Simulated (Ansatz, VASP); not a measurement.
# InSb3 in VASP and in Ansatz

Contents of INCAR:

```
  PREC = Accurate
  ENCUT = 520
  EDIFF = 1E-6
  ISMEAR = 0
  SIGMA = 0.15
  LREAL = False
  LASPH = True
  NELM = 100
  ALGO = Normal
  ISIF = 2
  LWAVE = False
  LCHARG = False
  GGA = PS
  NBANDS = 22
```

The input KPOINTS:

```
Automatic mesh
0
Gamma
  10 10 10
```

POSCAR

```
InSb3
1.0
    4.7377953091      0.0000000000      0.0000000000
    0.0000000000      4.7377953091      0.0000000000
    0.0000000000      0.0000000000      4.4587391654
In Sb
1 3
Direct
    0.0000000000      0.0000000000      0.0000000000
    0.5000000000      0.0000000000      0.5000000000
    0.0000000000      0.5000000000      0.5000000000
    0.5000000000      0.5000000000      0.0000000000
```

Input for Ansatz:

```yaml
crystal:
  lattice:
    - [4.7377953091, 0.0, 0.0]
    - [0.0, 4.7377953091, 0.0]
    - [0.0, 0.0, 4.4587391654]
  atoms:
    - { symbol: In, position: [0.0, 0.0, 0.0] }
    - { symbol: Sb, position: [0.5, 0.0, 0.5] }
    - { symbol: Sb, position: [0.0, 0.5, 0.5] }
    - { symbol: Sb, position: [0.5, 0.5, 0.0] }
basis:
  ecutwfc: 420
kpoints:
  mp_grid: { grid: [10, 10, 10] }
hamiltonian:
  xc: pbesol
  pseudopotentials: { kind: paw, azcp: { folder: soft_1 } }
scf:
  occupations: { method: gaussian, width: 0.15 }
output:
  forces: true
  stress: true
  eigenvalues: true
```

Alike in both runs: task single point; functional PBEsol; k mesh 10 × 10 × 10; occupations gaussian, width 0.15 eV; no spin polarisation.

|  | VASP | Ansatz |
| --- | --- | --- |
| version | VASP 6.6.1 | Ansatz 0.2.0 |
| potentials or method | VASP PAW PBE potentials, release 64 (In_d, Sb), cutoff 520 eV | scalar-relativistic, plane waves, PAW |
| valence electrons in the cell | 28 | 58 |

|  | VASP | Ansatz | Ansatz less VASP |
| --- | --- | --- | --- |
| gap on the k mesh at the Fermi level (eV) | none | none | - |
| pressure (GPa) | 3.7 | 3.7 | -0.04 |
| traceless stress, the component that is largest in VASP (GPa) | -0.09 | -0.09 | -0.003 |

VASP's potentials were made for PBE, not for PBEsol, and Ansatz warns of the same on its side. A gap of «none» marks a metal or a gap that the smearing closes. The functional is the same, so the differences come from potentials, cutoffs and numerics. VASP's potentials hold 28 valence electrons a cell and Ansatz's 58, so a difference there can come from the potentials and not from the codes.

Spin-orbit coupling is off throughout.
